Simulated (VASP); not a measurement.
# LiH (Fm-3m) in VASP: notebook, part 2 of 2

VASP 6.6.1. Earlier steps stand in the parts before.

## 3. Single point, BLYP

INCAR reads:

```
SYSTEM = LiH
  PREC = Accurate
  ENCUT = 520
  EDIFF = 1E-6
  ISMEAR = 0
  SIGMA = 0.01
  LREAL = .FALSE.
  LASPH = .TRUE.
  NELM = 80
  ALGO = Normal
  ISIF = 2
  LWAVE = .FALSE.
  LCHARG = .FALSE.
  GGA = B5
  ALDAX = 1.0
  AGGAX = 1.0
  AGGAC = 1.0
  ALDAC = 0.0
  NBANDS = 9
```

KPOINTS reads:

```
regular mesh
0
G
  11 11 11
  0 0 0
```

POSCAR reads:

```
LiH
1.0
    0.0000000000      2.0367500000      2.0367500000
    2.0367500000      0.0000000000      2.0367500000
    2.0367500000      2.0367500000      0.0000000000
Li H
1 1
Direct
    0.0000000000      0.0000000000      0.0000000000
    0.5000000000      0.5000000000      0.5000000000
```

Potentials or basis: VASP PAW PBE potentials, release 64 (Li_sv, H).

On the command line:

```
$ cat potpaw_PBE.64/Li_sv/POTCAR potpaw_PBE.64/H/POTCAR > POTCAR
$ mpirun -np 1 vasp_std > vasp.out
```

OUTCAR:

```text
SYSTEM = LiH
   PREC = Accurate
   ENCUT = 520
   EDIFF = 1E-6
   ISMEAR = 0
   LREAL = .FALSE.
   LASPH = .TRUE.
   NELM = 80
   ISIF = 2
   GGA = B5

 ion  position               nearest neighbor table
   1  0.000  0.000  0.000-
   2  0.500  0.500  0.500-

  LATTYP: Found a face centered cubic cell.
 ALAT       =     4.0735000000

  Lattice vectors:

 A1 = (   0.0000000000,   2.0367500000,   2.0367500000)
 A2 = (   2.0367500000,   0.0000000000,   2.0367500000)
 A3 = (   2.0367500000,   2.0367500000,   0.0000000000)

Analysis of symmetry for initial positions (statically):
=====================================================================
 Subroutine PRICEL returns:
 Original cell was already a primitive cell.

 Routine SETGRP: Setting up the symmetry group for a
 face centered cubic supercell.

 Subroutine GETGRP returns: Found 48 space group operations
 (whereof 48 operations were pure point group operations)
 out of a pool of 48 trial point group operations.

The static configuration has the point symmetry O_h .

Analysis of symmetry for dynamics (positions and initial velocities):
=====================================================================
 Subroutine PRICEL returns:
 Original cell was already a primitive cell.

 Routine SETGRP: Setting up the symmetry group for a
 face centered cubic supercell.

 Subroutine GETGRP returns: Found 48 space group operations
 (whereof 48 operations were pure point group operations)
 out of a pool of 48 trial point group operations.

The dynamic configuration has the point symmetry O_h .

 Subroutine INISYM returns: Found 48 space group operations
 (whereof 48 operations are pure point group operations),
 and found     1 'primitive' translations

----------------------------------------------------------------------------------------

                                     Primitive cell

  volume of cell :      16.8983

  direct lattice vectors                    reciprocal lattice vectors
     0.000000000  2.036750000  2.036750000    -0.245489137  0.245489137  0.245489137
     2.036750000  0.000000000  2.036750000     0.245489137 -0.245489137  0.245489137
     2.036750000  2.036750000  0.000000000     0.245489137  0.245489137 -0.245489137

  length of vectors
     2.880399473  2.880399473  2.880399473     0.425199658  0.425199658  0.425199658

  position of ions in fractional coordinates (direct lattice)
     0.000000000  0.000000000  0.000000000
     0.500000000  0.500000000  0.500000000

  ion indices of the primitive-cell ions
   primitive index   ion index
                 1           1
                 2           2

----------------------------------------------------------------------------------------

 KPOINTS: regular mesh

Automatic generation of k-mesh.
 Grid dimensions read from file:
 generate k-points for:   11   11   11

 Generating k-lattice:

  Cartesian coordinates                     Fractional coordinates (reciprocal lattice)
    -0.022317194  0.022317194  0.022317194     0.090909091  0.000000000  0.000000000
     0.022317194 -0.022317194  0.022317194     0.000000000  0.090909091  0.000000000
     0.022317194  0.022317194 -0.022317194     0.000000000  0.000000000  0.090909091

  Length of vectors
     0.038654514  0.038654514  0.038654514

  Shift w.r.t. Gamma in fractional coordinates (k-lattice)
     0.000000000  0.000000000  0.000000000

 Subroutine IBZKPT returns following result:
 ===========================================

 Found     56 irreducible k-points:

 Following reciprocal coordinates:
            Coordinates               Weight
  0.000000  0.000000  0.000000      1.000000
  0.090909  0.000000  0.000000      8.000000
  0.181818  0.000000  0.000000      8.000000
  0.272727  0.000000  0.000000      8.000000
  0.363636  0.000000  0.000000      8.000000
  0.454545  0.000000  0.000000      8.000000
[... 16 lines left out ...]
 -0.272727  0.181818  0.000000     24.000000
 -0.181818  0.181818  0.000000     12.000000
 [... further k-points ...]
   k-points           NKPTS =     56   k-points in BZ     NKDIM =     56   number of bands    NBANDS=      9
   number of dos      NEDOS =    301   number of ions     NIONS =      2
   total plane-waves  NPLWV =  13824
   dimension x,y,z NGX =    24 NGY =   24 NGZ =   24
   dimension x,y,z NGXF=    48 NGYF=   48 NGZF=   48
   ions per type =               1   1
   NGX,Y,Z   is equivalent  to a cutoff of  13.85, 13.85, 13.85 a.u.
   NGXF,Y,Z  is equivalent  to a cutoff of  27.70, 27.70, 27.70 a.u.
 SYSTEM =  LiH
   PREC   = accura    normal or accurate (medium, high low for compatibility)
   ISTART =      0    job   : 0-new  1-cont  2-samecut
   ICHARG =      2    charge: 1-file 2-atom 10-const
   ISPIN  =      1    spin polarized calculation?
   LNONCOLLINEAR =      F non collinear calculations
   LSORBIT =      F    spin-orbit coupling
   LASPH  =      T    aspherical Exc in radial PAW
   ENCUT  =  520.0 eV  38.22 Ry    6.18 a.u.   5.36  5.36  5.36*2*pi/ulx,y,z
   NELM   =     80;   NELMIN=  2; NELMDL= -5     # of ELM steps
   EDIFF  = 0.1E-05   stopping-criterion for ELM
   LREAL  =      F    real-space projection
   EDIFFG = 0.1E-04   stopping-criterion for IOM
   NSW    =      0    number of steps for IOM
   IBRION =     -1    ionic relax: 0-MD 1-quasi-New 2-CG
   NFREE  =      0    steps in history (QN), initial steepest desc. (CG)
   ISIF   =      2    stress and relaxation
   ISYM   =      2    0-nonsym 1-usesym 2-fastsym
   POTIM  = 0.5000    time-step for ionic-motion
   TEBEG  =    0.0;   TEEND  =   0.0 temperature during run
   PSTRESS=    0.0 pullay stress
   NELECT =       4.0000    total number of electrons
   NUPDOWN=      -1.0000    fix difference up-down
   EMIN   =  10.00;   EMAX   =-10.00  energy-range for DOS
   EFERMI =   0.00;   METHOD = LEGACY
   ISMEAR =     0;   SIGMA  =   0.01  broadening in eV -4-tet -1-fermi 0-gaus
   EFERMI_NEDOS =   21; number of points for ismear=-14 and -15
   IALGO  =     38    algorithm
   IMIX   =      4    mixing-type and parameters
     AMIX     =   0.40;   BMIX     =  1.00
     AMIX_MAG =   1.60;   BMIX_MAG =  1.00
  volume/ion in A,a.u.               =       8.45        57.02
  Fermi-wavevector in a.u.,A,eV,Ry     =   1.012699  1.913724 13.953585  1.025560
  Thomas-Fermi vector in A             =   2.145824
   LORBIT       =      0    0 simple, 1 ext, 2 COOP (PROOUT), +10 PAW based schemes
   GGA     = B5    functional components
   LHFCALC =     F    Hartree Fock is set to
   AEXX    =    0.0000 exact exchange contribution
   IVDW    =     0    specifies the selected vdW correction
   LEPSILON=     F    determine dielectric tensor
   LRPA    =     F    only Hartree local field effects (RPA)
 non-spin polarized calculation
 Gauss-broadening in eV      SIGMA  =   0.01
  energy-cutoff  :      520.00
  volume of cell :       16.90
 maximum number of plane-waves:       470
 NGX is ok and might be reduce to    24
   NGX = 11   NGY = 11   NGZ = 11

 number of electron       3.9999999 magnetization

 Free energy of the ion-electron system (eV)
  ---------------------------------------------------
  ext. energy  EPLUGINS =         0.00000000
  ---------------------------------------------------
  free energy    TOTEN  =        -5.94973511 eV

  energy without entropy =       -5.94973511  energy(sigma->0) =       -5.94973511

 E-fermi :   0.0810     XC(G=0):  -7.8403

 val. band max:        0.0099718996   @ k =  -0.4545   0.4545   0.0000
 cond. band min:       3.6447969730   @ k =  -0.4545   0.4545   0.0000
 fundamental gap:      3.6348250734
 Fermi energy:         0.0809558172

 k-point     1 :       0.0000    0.0000    0.0000
  band No.  band energies     occupation
      1     -44.8304      2.00000
      2      -4.9770      2.00000
      3      15.7393      0.00000
      4      17.4580      0.00000
      5      17.4580      0.00000
      6      17.4580      0.00000
      7      22.5817      0.00000
      8      22.5817      0.00000
      9      22.5818      0.00000
[... 265 lines left out ...]
 k-point    24 :      -0.1818    0.1818    0.0000
  band No.  band energies     occupation
      1     -44.8064      2.00000
      2      -3.5212      2.00000
      3      10.2425      0.00000
      4      10.5409      0.00000
      5      15.9394      0.00000
      6      17.3481      0.00000
      7      21.0669      0.00000
      8      23.3500      0.00000
      9      24.9751      0.00000

 [... further k-points ...]

------------------------ aborting loop because EDIFF is reached ----------------------------------------

  FORCE on cell =-STRESS in cart. coord.  units (eV):
  Direction    XX          YY          ZZ          XY          YZ          ZX
  --------------------------------------------------------------------------------------
  -------------------------------------------------------------------------------------
  Total       -0.1388557     -0.1388557     -0.1388557      0.0000000     -0.0000000     -0.0000000
  in kB      -13.1653096    -13.1653096    -13.1653096      0.0000000     -0.0000000     -0.0000000
  external PRESSURE =     -13.1653096 kB  Pullay stress =       0.0000000 kB

 VOLUME and BASIS-vectors are now :
 -----------------------------------------------------------------------------
  energy-cutoff  :      520.00
  volume of cell :       16.90
      direct lattice vectors                 reciprocal lattice vectors
     0.000000000  2.036750000  2.036750000    -0.245489137  0.245489137  0.245489137
     2.036750000  0.000000000  2.036750000     0.245489137 -0.245489137  0.245489137
     2.036750000  2.036750000  0.000000000     0.245489137  0.245489137 -0.245489137

 POSITION                                       TOTAL-FORCE (eV/Angst)
 -----------------------------------------------------------------------------------
      0.00000      0.00000      0.00000         0.000000      0.000000     -0.000000
      2.03675      2.03675      2.03675        -0.000000     -0.000000      0.000000
 -----------------------------------------------------------------------------------
    total drift:                                0.000000     -0.000000     -0.000000

  FREE ENERGIE OF THE ION-ELECTRON SYSTEM (eV)
  ---------------------------------------------------
  free  energy   TOTEN  =        -5.9497351139 eV

  energy  without entropy=       -5.9497351139  energy(sigma->0) =       -5.94973511
```

OSZICAR:

```text
N       E                     dE             d eps       ncg     rms          rms(c)
DAV:   1    -0.104370844653E+01   -0.10437E+01   -0.14046E+03  1024   0.396E+02
DAV:   2    -0.617606187624E+01   -0.51324E+01   -0.50872E+01  1374   0.577E+01
DAV:   3    -0.626208564098E+01   -0.86024E-01   -0.85968E-01  1283   0.620E+00
DAV:   4    -0.626267564964E+01   -0.59001E-03   -0.58998E-03  1348   0.412E-01
DAV:   5    -0.626267861007E+01   -0.29604E-05   -0.29604E-05  1321   0.218E-02    0.331E+00
DAV:   6    -0.602038944653E+01    0.24229E+00   -0.22939E-01  1099   0.147E+00    0.162E+00
DAV:   7    -0.594666260312E+01    0.73727E-01   -0.28947E-01  1218   0.183E+00    0.265E-01
DAV:   8    -0.594991705914E+01   -0.32545E-02   -0.83601E-03  1130   0.557E-01    0.829E-02
DAV:   9    -0.594973721720E+01    0.17984E-03   -0.71482E-04  1276   0.983E-02    0.100E-02
DAV:  10    -0.594973339098E+01    0.38262E-05   -0.30749E-05  1173   0.407E-02    0.817E-03
DAV:  11    -0.594973556135E+01   -0.21704E-05   -0.39123E-06  1207   0.103E-02    0.886E-04
DAV:  12    -0.594973511387E+01    0.44748E-06   -0.73013E-08   766   0.234E-03
   1 F= -.59497351E+01 E0= -.59497351E+01  d E =-.666132E-26
```

Wall time 12 s (1 thread of Intel Xeon Platinum 8488C (Sapphire Rapids), shared host); peak memory 0.13 GiB.

Results:

```yaml
Free_energy: -5.9497 eV
Band_gap_on_the_k_mesh: 3.63 eV, direct
```

Caveat: the cutoff is under 1.25 times the usual one of these potentials, so pressure, stress and relaxed cells hold a basis-set (Pulay) error; the PAW data sets were made with another functional, which shifts forces and pressure a little.

## 4. Single point, PBE

INCAR reads:

```
PREC = Accurate
ENCUT = 520
EDIFF = 1E-6
ISMEAR = 0
SIGMA = 0.02
LREAL = F
LASPH = T
NELM = 80
ALGO = Normal
ISIF = 2
LWAVE = F
LCHARG = F
GGA = PE
NBANDS = 9
```

KPOINTS reads:

```
regular mesh
0
Gamma
  11 11 11
```

POSCAR is that of step 3.

On the command line:

```
$ cat potpaw_PBE.64/Li_sv/POTCAR potpaw_PBE.64/H/POTCAR > POTCAR
$ mpirun -np 1 vasp_std > vasp.out
```

Run time: 5.1 s. Hardware: 1 thread of Intel Xeon Platinum 8488C (Sapphire Rapids), shared host; peak memory 0.13 GiB.

It converged, with:

| Quantity | Value |
| --- | --- |
| Free energy | -6.1228 eV |
| Band gap on the k mesh | 3.20 eV, direct |

Levels at points of the mesh, in eV from the valence-band top:
| k point | band 1 | band 2 | band 3 | band 4 | band 5 | band 6 |
| --- | --- | --- | --- | --- | --- | --- |
| (0.00, 0.00, 0.00) | -44.30 | -5.21 | 15.51 | 17.44 | 17.44 | 17.44 |

Caveat: the cutoff is under 1.25 times the usual one of these potentials, so pressure, stress and relaxed cells hold a basis-set (Pulay) error. Expect the measured gap to be larger: semilocal functionals such as PBE lack the derivative discontinuity.

## 5. Single point, PBE-based global hybrid

POSCAR is that of step 4.

INCAR.step1 reads:

```
  PREC = Accurate
  ENCUT = 520
  EDIFF = 1E-5
  ISMEAR = -1
  SIGMA = 0.05
  LREAL = False
  LASPH = True
  NELM = 100
  ALGO = Normal
  ISIF = 2
  LWAVE = True
  LCHARG = False
  NBANDS = 9
  GGA = PE
```

INCAR.step2 reads:

```
  PREC = Accurate
  ENCUT = 520
  EDIFF = 1E-6
  ISMEAR = -1
  SIGMA = 0.05
  LREAL = False
  LASPH = True
  NELM = 100
  ALGO = Normal
  ISIF = 2
  LWAVE = False
  LCHARG = False
  GGA = PE
  LHFCALC = True
  AEXX = 0.15
  PRECFOCK = Normal
  NBANDS = 9
  ISTART = 1
```

KPOINTS reads:

```
regular mesh
0
Gamma
  6 6 6
```

On the command line:

```
$ cat potpaw_PBE.64/Li_sv/POTCAR potpaw_PBE.64/H/POTCAR > POTCAR
$ cp INCAR.step1 INCAR
$ mpirun -np 1 vasp_std > vasp.out
$ cp INCAR.step2 INCAR
$ mpirun -np 1 vasp_std > vasp.out
```

Wall time 51 s (1 thread of Intel Xeon Platinum 8375C at 2.90GHz (Ice Lake), shared host); peak memory 0.14 GiB.

It converged, with:

- Free energy: -6.7261 eV
- Band gap on the k mesh: 4.03 eV, direct

Levels at points of the mesh, in eV from the valence-band top:
```tsv
k point	band 1	band 2	band 3	band 4	band 5	band 6	band 7
(0.00, 0.00, 0.00)	-46.17	-5.66	17.02	18.81	18.81	18.81	23.35
(0.50, 0.00, 0.00)	-46.13	-2.66	5.86	14.65	17.43	17.43	19.98
(0.50, 0.50, 0.00)	-46.12	0.00	4.03	11.85	11.85	14.89	18.04
```

Caveat: the k points lie up to 0.45 Å⁻¹ apart; the cutoff is under 1.25 times the usual one of these potentials, so pressure, stress and relaxed cells hold a basis-set (Pulay) error; the PAW data sets were made with another functional, which shifts forces and pressure a little. A k mesh can miss the band edges.

## 6. The runs side by side

| level | k mesh | smearing | grid for exact exchange (PRECFOCK) | share of exact exchange | gap on the mesh (eV) |
| --- | --- | --- | --- | --- | --- |
| RPBE | 11 × 11 × 11 | gaussian 0.05 eV | - | - | 3.36 |
| BLYP | 11 × 11 × 11 | gaussian 0.01 eV | - | - | 3.63 |
| PBE | 11 × 11 × 11 | gaussian 0.02 eV | - | - | 3.20 |
| PBE-based global hybrid | 6 × 6 × 6 | fermi-dirac 0.05 eV | Normal | 0.15 | 4.03 |

Alike in all rows: task single point; potentials or basis VASP PAW PBE potentials, release 64 (Li_sv, H); no spin polarisation; cell as given; cutoff (eV) 520.

Caveats: some runs use coarse meshes; the cutoff is under 1.25 times the usual one of these potentials, so pressure, stress and relaxed cells hold a basis-set (Pulay) error; the PAW data sets were made with another functional, which shifts forces and pressure a little (some runs).

Absolute energies hang on the potentials; compare differences alone.
